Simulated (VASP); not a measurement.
Input of a VASP 6.6.1 run:

File INCAR:

```
PREC     = Accurate       # precision mode
ENCUT    = 520            # plane-wave cutoff, eV
EDIFF    = 1E-7           # SCF threshold, eV
ISMEAR   = -1             # smearing method
SIGMA    = 0.1            # smearing width, eV
LREAL    = False          # projectors in reciprocal space
LASPH    = True           # aspherical terms in the spheres
NELM     = 150            # most SCF steps
ALGO     = Normal         # electronic algorithm
ISIF     = 2              # what is computed and relaxed
LWAVE    = False          # write WAVECAR
LCHARG   = True           # write CHGCAR
ISPIN    = 2              # spin polarisation
MAGMOM   = 4 0            # initial moments
LORBIT   = 11             # projections on sites
LMAXMIX  = 4              # l up to which the mixer works
GGA      = PE             # functional
LELF     = True           # ELF
LVHAR    = True         
NBANDS   = 24             # bands
```

The input KPOINTS:

```
regular mesh
0
Gamma
  10 10 10
```

POSCAR

```
MnHg
1.0
    2.9711713470      0.0000000000      0.0000000000
    0.0000000000      2.9711713470      0.0000000000
    0.0000000000      0.0000000000      2.9711713470
Mn Hg
1 1
Direct
    0.5000000000      0.5000000000      0.5000000000
    0.0000000000      0.0000000000      0.0000000000
```

Potentials or basis: VASP PAW PBE potentials, release 64 (Mn_pv, Hg).

Launch:

```bash
$ cat potpaw_PBE.64/Mn_pv/POTCAR potpaw_PBE.64/Hg/POTCAR > POTCAR
$ mpirun -np 1 vasp_std > vasp.out
```

Question: Estimate the site moments.

Answer: Mn +2.73; Hg -0.04 μB.

Question: Estimate the pressure.

Answer: 58.3 GPa.

Question: What does it give for the net moment?

Answer: 2.73 μB per cell.

Caveat: the cell stands under pressure.
